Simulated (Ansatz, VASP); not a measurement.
**One calculation of Sr, two programs**

```
Sr
1.0
     0.00000    3.03217    3.03217
     3.03217    0.00000    3.03217
     3.03217    3.03217    0.00000
Sr
1
Direct
  0.00000 0.00000 0.00000
```

Change from the starting cell: volume scaled by 0.99, crystal datasets.

Alike in both runs: task electric field gradients; functional LDA; k mesh 10 × 10 × 10; occupations fermi-dirac, width 0.08 eV; no spin polarisation.

|  | VASP | Ansatz |
| --- | --- | --- |
| version | VASP 6.6.1 | Ansatz 0.2.0 |
| potentials or method | VASP PAW LDA potentials, release 64 (Sr_sv), cutoff 520 eV | all-electron PAW with datasets made for the crystal, scalar-relativistic |

|  | VASP | Ansatz | Ansatz less VASP |
| --- | --- | --- | --- |
| pressure (GPa) | -1.5 | -1.5 | +0.01 |

LDA's correlation is that of Perdew and Zunger in VASP and of Perdew and Wang (1992) in Ansatz. Ansatz ran all-electron here, and VASP with PAW potentials.
